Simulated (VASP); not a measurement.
Write the native input for VASP 6.6.1 that does the following.

```
Task                   : single point
Functional             : PBE
Potentials or basis    : VASP PAW PBE potentials, release 64 (Sr_sv)
Cutoff                 : 520 eV
k mesh                 : 1 × 1 × 6
Occupations            : gaussian, width 0.05 eV
Spin                   : no spin polarisation
Dipole correction      : no
Further INCAR settings : ALGO = Normal; EDIFF = 1e-06; NBANDS = 50
```

The structure of Sr lies in POSCAR:

```
Sr
1.0
   15.0000000000      0.0000000000      0.0000000000
    0.0000000000     15.3000000000      0.0000000000
    0.0000000000      0.0000000000      6.0256401814
Sr
8
Direct
    0.2991453273      0.6969163458      0.0000000000
    0.7008546727      0.3030836542      0.0000000000
    0.7008546727      0.6969163458      0.0000000000
    0.2991453273      0.5000000000      0.5000000000
    0.7008546727      0.5000000000      0.5000000000
    0.5000000000      0.3030836542      0.5000000000
    0.5000000000      0.6969163458      0.5000000000
    0.5000000000      0.5000000000      0.0000000000
```

The input as run:

INCAR

```
PREC = Accurate ; ENCUT = 520
EDIFF = 1E-6 ; ISMEAR = 0
SIGMA = 0.05 ; LREAL = F
LASPH = T ; NELM = 80
ALGO = Normal ; ISIF = 2
LWAVE = F ; LCHARG = T
GGA = PE ; LELF = T
LVHAR = T ; NBANDS = 50
```

KPOINTS

```
Automatic mesh
0
Gamma
  1 1 6
```

Potentials or basis: VASP PAW PBE potentials, release 64 (Sr_sv).

Launch:

```console
$ cat potpaw_PBE.64/Sr_sv/POTCAR > POTCAR
$ mpirun -np 1 vasp_std > vasp.out
```

Results of the run:

```
Largest force : 0.122 eV/Å
```

Wall time 9.3 min on 1 thread of Intel(R) Xeon(R) Platinum 8488C (Sapphire Rapids) (shared host), peak memory 1.1 GiB.
